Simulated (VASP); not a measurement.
# KTaO3 (Pm-3m) in VASP: further runs, part 2 of 2

VASP 6.6.1.

### 4 Single point, PBE (volume changed by -3%)

The input, INCAR:

```
SYSTEM = KTaO3
PREC = Accurate
ENCUT = 520
EDIFF = 1E-6
ISMEAR = 0
SIGMA = 0.01
LREAL = .False.
LASPH = .True.
NELM = 60
ALGO = Normal
ISIF = 2
LWAVE = .False.
LCHARG = .True.
GGA = PE
LELF = .True.
LVHAR = .True.
NBANDS = 27
```

The input, KPOINTS:

```
regular mesh
0
Gamma
  6 6 6
  0 0 0
```

The input, POSCAR:

```
KTaO3
1.0
    3.9837714375      0.0000000000      0.0000000000
    0.0000000000      3.9837714375      0.0000000000
    0.0000000000      0.0000000000      3.9837714375
K Ta O
1 1 3
Direct
    0.0000000000      0.0000000000      0.0000000000
    0.5000000000      0.5000000000      0.5000000000
    0.5000000000      0.5000000000      0.0000000000
    0.5000000000      0.0000000000      0.5000000000
    0.0000000000      0.5000000000      0.5000000000
```

Potentials or basis: VASP PAW PBE potentials, release 64 (K_sv, Ta_pv, O).

On the command line:

```console
$ cat potpaw_PBE.64/K_sv/POTCAR potpaw_PBE.64/Ta_pv/POTCAR potpaw_PBE.64/O/POTCAR > POTCAR
$ mpirun -np 1 vasp_std > vasp.out
```

OUTCAR:

```text
SYSTEM = KTaO3
   PREC = Accurate
   ENCUT = 520
   EDIFF = 1E-6
   ISMEAR = 0
   LREAL = .False.
   LASPH = .True.
   NELM = 60
   ISIF = 2
   GGA = PE

 ion  position               nearest neighbor table
   1  0.000  0.000  0.000-   3 2.82   4 2.82   5 2.82   4 2.82   5 2.82   3 2.82   5 2.82   5 2.82
                             3 2.82   4 2.82   4 2.82   3 2.82   2 3.45   2 3.45   2 3.45   2 3.45
   2  0.500  0.500  0.500-   3 1.99   4 1.99   5 1.99   3 1.99   4 1.99   5 1.99   1 3.45   1 3.45
                             1 3.45   1 3.45   1 3.45   1 3.45   1 3.45   1 3.45
   3  0.500  0.500  0.000-   2 1.99   2 1.99   1 2.82   1 2.82   1 2.82   1 2.82
   4  0.500  0.000  0.500-   2 1.99   2 1.99   1 2.82   1 2.82   1 2.82   1 2.82
   5  0.000  0.500  0.500-   2 1.99   2 1.99   1 2.82   1 2.82   1 2.82   1 2.82

  LATTYP: Found a simple cubic cell.
 ALAT       =     3.9837714375

  Lattice vectors:

 A1 = (   3.9837714375,   0.0000000000,   0.0000000000)
 A2 = (   0.0000000000,   3.9837714375,   0.0000000000)
 A3 = (   0.0000000000,   0.0000000000,   3.9837714375)

Analysis of symmetry for initial positions (statically):
=====================================================================
 Subroutine PRICEL returns:
 Original cell was already a primitive cell.

 Routine SETGRP: Setting up the symmetry group for a
 simple cubic supercell.

 Subroutine GETGRP returns: Found 48 space group operations
 (whereof 48 operations were pure point group operations)
 out of a pool of 48 trial point group operations.

The static configuration has the point symmetry O_h .

Analysis of symmetry for dynamics (positions and initial velocities):
=====================================================================
 Subroutine PRICEL returns:
 Original cell was already a primitive cell.

 Routine SETGRP: Setting up the symmetry group for a
 simple cubic supercell.

 Subroutine GETGRP returns: Found 48 space group operations
 (whereof 48 operations were pure point group operations)
 out of a pool of 48 trial point group operations.

The dynamic configuration has the point symmetry O_h .

 Subroutine INISYM returns: Found 48 space group operations
 (whereof 48 operations are pure point group operations),
 and found     1 'primitive' translations

----------------------------------------------------------------------------------------

                                     Primitive cell

  volume of cell :      63.2242

  direct lattice vectors                    reciprocal lattice vectors
     3.983771438  0.000000000  0.000000000     0.251018417  0.000000000  0.000000000
     0.000000000  3.983771438  0.000000000     0.000000000  0.251018417  0.000000000
     0.000000000  0.000000000  3.983771438     0.000000000  0.000000000  0.251018417

  length of vectors
     3.983771438  3.983771438  3.983771438     0.251018417  0.251018417  0.251018417

  position of ions in fractional coordinates (direct lattice)
     0.000000000  0.000000000  0.000000000
     0.500000000  0.500000000  0.500000000
     0.500000000  0.500000000  0.000000000
     0.500000000  0.000000000  0.500000000
     0.000000000  0.500000000  0.500000000

  ion indices of the primitive-cell ions
   primitive index   ion index
                 1           1
                 2           2
[... 31 lines left out ...]
            Coordinates               Weight
  0.000000  0.000000  0.000000      1.000000
  0.166667  0.000000  0.000000      6.000000
  0.333333  0.000000  0.000000      6.000000
  0.500000  0.000000  0.000000      3.000000
  0.166667  0.166667  0.000000     12.000000
  0.333333  0.166667  0.000000     24.000000
[... 12 lines left out ...]
  0.500000  0.500000  0.333333      6.000000
  0.500000  0.500000  0.500000      1.000000
   k-points           NKPTS =     20   k-points in BZ     NKDIM =     20   number of bands    NBANDS=     27
   number of dos      NEDOS =    301   number of ions     NIONS =      5
   total plane-waves  NPLWV =  27000
   dimension x,y,z NGX =    30 NGY =   30 NGZ =   30
   dimension x,y,z NGXF=    60 NGYF=   60 NGZF=   60
   ions per type =               1   1   3
   NGX,Y,Z   is equivalent  to a cutoff of  12.52, 12.52, 12.52 a.u.
   NGXF,Y,Z  is equivalent  to a cutoff of  25.04, 25.04, 25.04 a.u.
 SYSTEM =  KTaO3
   PREC   = accura    normal or accurate (medium, high low for compatibility)
   ISTART =      0    job   : 0-new  1-cont  2-samecut
   ICHARG =      2    charge: 1-file 2-atom 10-const
   ISPIN  =      1    spin polarized calculation?
   LNONCOLLINEAR =      F non collinear calculations
   LSORBIT =      F    spin-orbit coupling
   LASPH  =      T    aspherical Exc in radial PAW
   ENCUT  =  520.0 eV  38.22 Ry    6.18 a.u.   7.41  7.41  7.41*2*pi/ulx,y,z
   NELM   =     60;   NELMIN=  2; NELMDL= -5     # of ELM steps
   EDIFF  = 0.1E-05   stopping-criterion for ELM
   LREAL  =      F    real-space projection
   EDIFFG = 0.1E-04   stopping-criterion for IOM
   NSW    =      0    number of steps for IOM
   IBRION =     -1    ionic relax: 0-MD 1-quasi-New 2-CG
   NFREE  =      0    steps in history (QN), initial steepest desc. (CG)
   ISIF   =      2    stress and relaxation
   ISYM   =      2    0-nonsym 1-usesym 2-fastsym
   POTIM  = 0.5000    time-step for ionic-motion
   TEBEG  =    0.0;   TEEND  =   0.0 temperature during run
   PSTRESS=    0.0 pullay stress
   NELECT =      38.0000    total number of electrons
   NUPDOWN=      -1.0000    fix difference up-down
   EMIN   =  10.00;   EMAX   =-10.00  energy-range for DOS
   EFERMI =   0.00;   METHOD = LEGACY
   ISMEAR =     0;   SIGMA  =   0.01  broadening in eV -4-tet -1-fermi 0-gaus
   EFERMI_NEDOS =   21; number of points for ismear=-14 and -15
   IALGO  =     38    algorithm
   IMIX   =      4    mixing-type and parameters
     AMIX     =   0.40;   BMIX     =  1.00
     AMIX_MAG =   1.60;   BMIX_MAG =  1.00
  volume/ion in A,a.u.               =      12.64        85.33
  Fermi-wavevector in a.u.,A,eV,Ry     =   1.381577  2.610801 25.970171  1.908754
  Thomas-Fermi vector in A             =   2.506348
   LORBIT       =      0    0 simple, 1 ext, 2 COOP (PROOUT), +10 PAW based schemes
   GGA     = PE    functional components
   LHFCALC =     F    Hartree Fock is set to
   AEXX    =    0.0000 exact exchange contribution
   IVDW    =     0    specifies the selected vdW correction
   LEPSILON=     F    determine dielectric tensor
   LRPA    =     F    only Hartree local field effects (RPA)
 non-spin polarized calculation
 Gauss-broadening in eV      SIGMA  =   0.01
  energy-cutoff  :      520.00
  volume of cell :       63.22
 maximum number of plane-waves:      1743
 NGX is ok and might be reduce to    30
   NGX = 15   NGY = 15   NGZ = 15

 number of electron      37.9999976 magnetization

 Free energy of the ion-electron system (eV)
  ---------------------------------------------------
  ext. energy  EPLUGINS =         0.00000000
  ---------------------------------------------------
  free energy    TOTEN  =       -41.02004386 eV

  energy without entropy =      -41.02004386  energy(sigma->0) =      -41.02004386

 E-fermi :   1.9251     XC(G=0): -10.8916

 val. band max:        1.8261161470   @ k =   0.5000   0.5000   0.5000
 cond. band min:       4.0082614155   @ k =   0.0000   0.0000   0.0000
 fundamental gap:      2.1821452685
 Fermi energy:         1.9250773783

 k-point     1 :       0.0000    0.0000    0.0000
  band No.  band energies     occupation
      1     -32.2839      2.00000
      2     -32.2839      2.00000
      3     -32.2839      2.00000
      4     -25.4943      2.00000
      5     -15.7383      2.00000
      6     -15.0308      2.00000
[... 589 lines left out ...]
     26      12.7064      0.00000
     27      14.0239      0.00000

------------------------ aborting loop because EDIFF is reached ----------------------------------------

  FORCE on cell =-STRESS in cart. coord.  units (eV):
  Direction    XX          YY          ZZ          XY          YZ          ZX
  --------------------------------------------------------------------------------------
  -------------------------------------------------------------------------------------
  Total        2.6924939      2.6924939      2.6924939     -0.0000000     -0.0000000     -0.0000000
  in kB       68.2310518     68.2310518     68.2310518     -0.0000000     -0.0000000     -0.0000000
  external PRESSURE =      68.2310518 kB  Pullay stress =       0.0000000 kB

 VOLUME and BASIS-vectors are now :
 -----------------------------------------------------------------------------
  energy-cutoff  :      520.00
  volume of cell :       63.22
      direct lattice vectors                 reciprocal lattice vectors
     3.983771438  0.000000000  0.000000000     0.251018417  0.000000000  0.000000000
     0.000000000  3.983771438  0.000000000     0.000000000  0.251018417  0.000000000
     0.000000000  0.000000000  3.983771438     0.000000000  0.000000000  0.251018417

 POSITION                                       TOTAL-FORCE (eV/Angst)
 -----------------------------------------------------------------------------------
      0.00000      0.00000      0.00000         0.000000      0.000000      0.000000
      1.99189      1.99189      1.99189         0.000000      0.000000      0.000000
      1.99189      1.99189      0.00000         0.000000      0.000000      0.000000
      1.99189      0.00000      1.99189         0.000000      0.000000      0.000000
      0.00000      1.99189      1.99189         0.000000      0.000000      0.000000
 -----------------------------------------------------------------------------------
    total drift:                                0.000000      0.000000     -0.000000

  FREE ENERGIE OF THE ION-ELECTRON SYSTEM (eV)
  ---------------------------------------------------
  free  energy   TOTEN  =       -41.0200438631 eV

  energy  without entropy=      -41.0200438631  energy(sigma->0) =      -41.02004386
```

It took 16 s on 1 thread of Intel Xeon 6975P-C (Granite Rapids), shared host; peak memory 0.18 GiB.

Results:

```yaml
Free_energy: -41.0200 eV
Pressure: 6.8 GPa
Band_gap_on_the_k_mesh: 2.18 eV, indirect (least direct gap 2.80 eV)
```

Levels at points of the mesh, in eV from the valence-band top:
```
           k point  band 15  band 16  band 17  band 18  band 19  band 20  band 21  band 22  band 23  band 24
(0.00, 0.00, 0.00)    -1.06    -1.06    -0.62    -0.62    -0.62     2.18     2.18     2.18     6.65     6.80
(0.50, 0.00, 0.00)    -2.32    -2.14    -1.52    -0.85    -0.85     2.34     5.04     5.04     6.84     8.53
(0.50, 0.50, 0.00)    -2.84    -1.64    -1.44    -1.44    -0.04     5.08     5.08     6.37     7.71    10.11
(0.50, 0.50, 0.50)    -3.92    -3.92     0.00     0.00     0.00     6.51     6.51     6.51     8.92     8.92
```

Caveat: the cell differs from its parent crystal (volume changed by -3%); spin-orbit coupling is left out, which moves the levels of the heavy elements.

### 5 Single point, PBE

This run uses another cell than the first one, of 13.04 Å³/atom, 1.064 times its volume.

The input, INCAR:

```
SYSTEM = KTaO3
PREC = Accurate ; ENCUT = 520
EDIFF = 1E-6 ; ISMEAR = 0
SIGMA = 0.01 ; LREAL = .False.
LASPH = .True. ; NELM = 60
ALGO = Normal ; ISIF = 2
LWAVE = .False. ; LCHARG = .True.
GGA = PE ; LELF = .True.
LVHAR = .True. ; NBANDS = 27
```

KPOINTS is that of step 4.

POSCAR: that of step 4 with these lines changed.

```diff
@@ -2,5 +2,5 @@
 1.0
-    3.9837714375      0.0000000000      0.0000000000
-    0.0000000000      3.9837714375      0.0000000000
-    0.0000000000      0.0000000000      3.9837714375
+    4.0244249743      0.0000000000      0.0000000000
+    0.0000000000      4.0244249743      0.0000000000
+    0.0000000000      0.0000000000      4.0244249743
 K Ta O
```

On the command line:

```console
$ cat potpaw_PBE.64/K_sv/POTCAR potpaw_PBE.64/Ta_pv/POTCAR potpaw_PBE.64/O/POTCAR > POTCAR
$ mpirun -np 1 vasp_std > vasp.out
```

Run time: 21 s. Hardware: 1 thread of Intel Xeon 6975P-C (Granite Rapids), shared host; peak memory 0.18 GiB.

It converged, with:

```
Free energy            : -41.0665 eV
Pressure               : 0.6 GPa
Band gap on the k mesh : 2.11 eV, indirect (least direct gap 2.75 eV)
```

Levels at points of the mesh, in eV from the valence-band top:
```csv
k point,band 17,band 18,band 19,band 20,band 21,band 22
"(0.00, 0.00, 0.00)",-0.63,-0.63,-0.63,2.11,2.11,2.11
"(0.50, 0.00, 0.00)",-1.45,-0.85,-0.85,2.26,4.84,4.84
"(0.50, 0.50, 0.00)",-1.40,-1.40,-0.04,4.87,4.87,6.11
"(0.50, 0.50, 0.50)",0.00,0.00,0.00,6.23,6.23,6.23
```

Caveat: spin-orbit coupling is left out, which moves the levels of the heavy elements. A k mesh can miss the band edges.

### 6 Single point, PBE (volume changed by +3%)

The input, INCAR:

```
SYSTEM = KTaO3
  ALGO = Normal
  EDIFF = 1E-6
  ENCUT = 520
  GGA = PE
  ISIF = 2
  ISMEAR = 0
  LASPH = .True.
  LCHARG = .True.
  LELF = .True.
  LREAL = .False.
  LVHAR = .True.
  LWAVE = .False.
  NBANDS = 27
  NELM = 80
  PREC = Accurate
  SIGMA = 0.01
```

The input, KPOINTS:

```
k-points
0
Gamma
  6 6 6
  0 0 0
```

POSCAR: that of step 5 with these lines changed.

```diff
@@ -2,5 +2,5 @@
 1.0
-    4.0244249743      0.0000000000      0.0000000000
-    0.0000000000      4.0244249743      0.0000000000
-    0.0000000000      0.0000000000      4.0244249743
+    4.0642733577      0.0000000000      0.0000000000
+    0.0000000000      4.0642733577      0.0000000000
+    0.0000000000      0.0000000000      4.0642733577
 K Ta O
```

Potentials or basis: VASP PAW PBE potentials, release 64 (K_sv, Ta_pv, O).

On the command line:

```console
$ cat potpaw_PBE.64/K_sv/POTCAR potpaw_PBE.64/Ta_pv/POTCAR potpaw_PBE.64/O/POTCAR > POTCAR
$ mpirun -np 1 vasp_std > vasp.out
```

OUTCAR:

```text
SYSTEM = KTaO3
   EDIFF = 1E-6
   ENCUT = 520
   GGA = PE
   ISIF = 2
   ISMEAR = 0
   LASPH = .True.
   LREAL = .False.
   NELM = 80
   PREC = Accurate

 ion  position               nearest neighbor table
   1  0.000  0.000  0.000-   3 2.87   4 2.87   5 2.87   4 2.87   5 2.87   3 2.87   5 2.87   5 2.87
                             3 2.87   4 2.87   4 2.87   3 2.87   2 3.52   2 3.52   2 3.52   2 3.52
   2  0.500  0.500  0.500-   3 2.03   4 2.03   5 2.03   3 2.03   4 2.03   5 2.03   1 3.52   1 3.52
[... 801 lines left out ...]
  -------------------------------------------------------------------------------------
  Total       -1.9782788     -1.9782788     -1.9782788      0.0000000      0.0000000      0.0000000
  in kB      -47.2116687    -47.2116687    -47.2116687      0.0000000      0.0000000      0.0000000
  external PRESSURE =     -47.2116687 kB  Pullay stress =       0.0000000 kB

 VOLUME and BASIS-vectors are now :
 -----------------------------------------------------------------------------
  energy-cutoff  :      520.00
  volume of cell :       67.13
      direct lattice vectors                 reciprocal lattice vectors
     4.064273358  0.000000000  0.000000000     0.246046442  0.000000000  0.000000000
     0.000000000  4.064273358  0.000000000     0.000000000  0.246046442  0.000000000
     0.000000000  0.000000000  4.064273358     0.000000000  0.000000000  0.246046442

 POSITION                                       TOTAL-FORCE (eV/Angst)
 -----------------------------------------------------------------------------------
      0.00000      0.00000      0.00000         0.000000      0.000000      0.000000
      2.03214      2.03214      2.03214         0.000000      0.000000      0.000000
      2.03214      2.03214      0.00000         0.000000      0.000000      0.000000
      2.03214      0.00000      2.03214         0.000000      0.000000      0.000000
      0.00000      2.03214      2.03214         0.000000      0.000000      0.000000
 -----------------------------------------------------------------------------------
    total drift:                                0.000000      0.000000     -0.000000

  FREE ENERGIE OF THE ION-ELECTRON SYSTEM (eV)
  ---------------------------------------------------
  free  energy   TOTEN  =       -41.0426431573 eV

  energy  without entropy=      -41.0426431573  energy(sigma->0) =      -41.04264316
```

OSZICAR:

```text
N       E                     dE             d eps       ncg     rms          rms(c)
DAV:   1     0.323225317514E+03    0.32323E+03   -0.21329E+04  1080   0.143E+03
DAV:   2    -0.310617439923E+02   -0.35429E+03   -0.34385E+03  1289   0.397E+02
DAV:   3    -0.493529652121E+02   -0.18291E+02   -0.18210E+02  1380   0.882E+01
DAV:   4    -0.498443994749E+02   -0.49143E+00   -0.49082E+00  1824   0.118E+01
DAV:   5    -0.498468579189E+02   -0.24584E-02   -0.24581E-02  1344   0.870E-01    0.306E+01
DAV:   6    -0.413496914419E+02    0.84972E+01   -0.36172E+01  1274   0.389E+01    0.116E+01
DAV:   7    -0.411202346580E+02    0.22946E+00   -0.19908E+00  1353   0.884E+00    0.836E+00
DAV:   8    -0.410770290788E+02    0.43206E-01   -0.53892E-01  1290   0.598E+00    0.321E+00
DAV:   9    -0.410456701802E+02    0.31359E-01   -0.49370E-02  1283   0.176E+00    0.603E-01
DAV:  10    -0.410429074604E+02    0.27627E-02   -0.21972E-02  1415   0.893E-01    0.193E-01
DAV:  11    -0.410426295318E+02    0.27793E-03   -0.24305E-03  1444   0.310E-01    0.428E-02
DAV:  12    -0.410426323501E+02   -0.28183E-05   -0.10605E-04  1320   0.843E-02    0.243E-02
DAV:  13    -0.410426429648E+02   -0.10615E-04   -0.57246E-05  1349   0.462E-02    0.419E-03
DAV:  14    -0.410426431573E+02   -0.19252E-06   -0.15867E-06  1090   0.988E-03
   1 F= -.41042643E+02 E0= -.41042643E+02  d E =-.228755E-33
```

stdout:

```text
POSCAR found type information on POSCAR K TaO
 POSCAR found :  3 types and       5 ions
 scaLAPACK will be used
 LDA part: xc-table for (Slater+PW92), standard interpolation
 POSCAR, INCAR and KPOINTS ok, starting setup
 FFT: planning ... GRIDC
 FFT: planning ... GRID_SOFT
 FFT: planning ... GRID
 WAVECAR not read
 entering main loop
```

Wall time 29 s (1 thread of Intel Xeon 6975P-C (Granite Rapids), shared host); peak memory 0.18 GiB.

Results:

```
Free energy            : -41.0426 eV
Pressure               : -4.7 GPa
Band gap on the k mesh : 2.05 eV, indirect (least direct gap 2.68 eV)
```

Levels at points of the mesh, in eV from the valence-band top:
```
           k point  band 16  band 17  band 18  band 19  band 20  band 21  band 22  band 23
(0.00, 0.00, 0.00)    -0.97    -0.64    -0.64    -0.64     2.05     2.05     2.05     6.12
(0.50, 0.00, 0.00)    -2.02    -1.38    -0.84    -0.84     2.18     4.65     4.65     6.16
(0.50, 0.50, 0.00)    -1.75    -1.36    -1.36    -0.04     4.68     4.68     5.87     6.95
(0.50, 0.50, 0.50)    -3.72     0.00     0.00     0.00     5.97     5.97     5.97     8.75
```

Caveat: the cell differs from its parent crystal (volume changed by +3%); spin-orbit coupling is left out, which moves the levels of the heavy elements. A k mesh can miss the band edges.

### 7 The runs side by side

```tsv
cell	gap on the mesh (eV)	pressure (GPa)
a = 3.942 Å, 5 atoms	2.25	14.2
a = 3.990 Å, 5 atoms	2.17	5.8
a = 3.984 Å, 5 atoms	2.18	6.8
a = 4.024 Å, 5 atoms	2.11	0.6
a = 4.064 Å, 5 atoms	2.05	-4.7
```

Alike in all rows: task single point; level PBE; potentials or basis VASP PAW PBE potentials, release 64 (K_sv, Ta_pv, O); no spin polarisation; k mesh 6 × 6 × 6; cutoff (eV) 520; smearing gaussian 0.01 eV.

Caveats: spin-orbit coupling is left out, which moves the levels of the heavy elements.

Total energies depend on the potentials used, so only differences within one code and one set of settings carry meaning.
